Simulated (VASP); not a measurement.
Input of a VASP 6.6.1 run:

Contents of INCAR:

```
SYSTEM = Ti
ALGO     = Fast           ! electronic algorithm
EDIFF    = 1E-6           ! SCF threshold, eV
ENCUT    = 520            ! plane-wave cutoff, eV
ISIF     = 2              ! what is computed and relaxed
ISMEAR   = 0              ! smearing method
LASPH    = .TRUE.         ! aspherical terms in the spheres
LCHARG   = .TRUE.         ! write CHGCAR
LELF     = .TRUE.         ! ELF
LREAL    = .FALSE.        ! projectors in reciprocal space
LVHAR    = .TRUE.       
LWAVE    = .FALSE.        ! write WAVECAR
NBANDS   = 19             ! bands
NELM     = 100            ! most SCF steps
PREC     = Accurate       ! precision mode
SIGMA    = 0.15           ! smearing width, eV
```

File KPOINTS:

```
k-points
0
G
  18 18 10
  0 0 0
```

Contents of POSCAR:

```
Ti
1.0
    2.9499978604      0.0000000000      0.0000000000
   -1.4749989302      2.5547730882      0.0000000000
    0.0000000000      0.0000000000      4.8500100000
Ti
2
Direct
    0.3333333333      0.6666666667      0.2500000000
    0.6666666667      0.3333333333      0.7500000000
```

Potentials or basis: VASP PAW LDA potentials, release 64 (Ti_sv).

The run is started by

```console
$ cat potpaw_LDA.64/Ti_sv/POTCAR > POTCAR
$ mpirun -np 1 vasp_std > vasp.out
```

**Question.** What does it give for the pressure?

**Answer.** -12.9 GPa.

**Question.** What does it give for the band gap on the k mesh?

**Answer.** Zero (band 12 reaches 8.17 eV, above the bottom of band 13 at 7.23 eV).

Stress tensor (GPa, compression positive):
```
-11.77   0.00   0.00
  0.00 -11.77   0.00
  0.00   0.00 -15.29
```

Caveat: the cell differs from its parent crystal (strain +0.0350 x Voigt [0, 0, 1, 0, 0, 0]).
